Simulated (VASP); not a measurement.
Runs of VASP 6.6.1 on KBr. The structure is that of space group F-43m (No. 216), or close to it. The cells are those of the table. 

```tsv
level	cell	gap on the mesh (eV)	pressure (GPa)
r2SCAN	a = 5.268 Å, angles 60.0°, 2 atoms	4.80	-0.3
PBE	a = 5.263 Å, angles 60.0°, 2 atoms	4.23	0.0
r2SCAN	a = 5.110 Å, angles 60.0°, 2 atoms	4.93	0.7
PBE	a = 5.216 Å, angles 60.0°, 2 atoms	4.28	0.3
PBE	a = 5.315 Å, angles 60.0°, 2 atoms	4.18	-0.2
r2SCAN	a = 5.318 Å, angles 60.0°, 2 atoms	4.76	-0.5
PBE	a = 5.366 Å, angles 60.0°, 2 atoms	4.13	-0.5
r2SCAN	a = 5.216 Å, angles 60.0°, 2 atoms	4.84	0.0
PBE	a = 5.210 Å, angles 60.0°, 2 atoms	(b)	0.3
r2SCAN	a = 5.163 Å, angles 60.0°, 2 atoms	4.89	0.3
PBE	a = 5.156 Å, angles 60.0°, 2 atoms	(a)	0.7
```

Alike in all rows: task single point; potentials or basis VASP PAW PBE potentials, release 64 (K_sv, Br); no spin polarisation; k mesh 6 × 6 × 6; cutoff (eV) 520; smearing gaussian 0.01 eV.

Question: Estimate the missing entries.

Answer: (a) 4.34; (b) 4.29.

Caveats: the structure was generated, so it needn't be the stable form of KBr; the PAW data sets were made with another functional, which shifts forces and pressure a little (at least some runs).

A k mesh can miss the band edges, and the runs leave out spin-orbit coupling on Br.
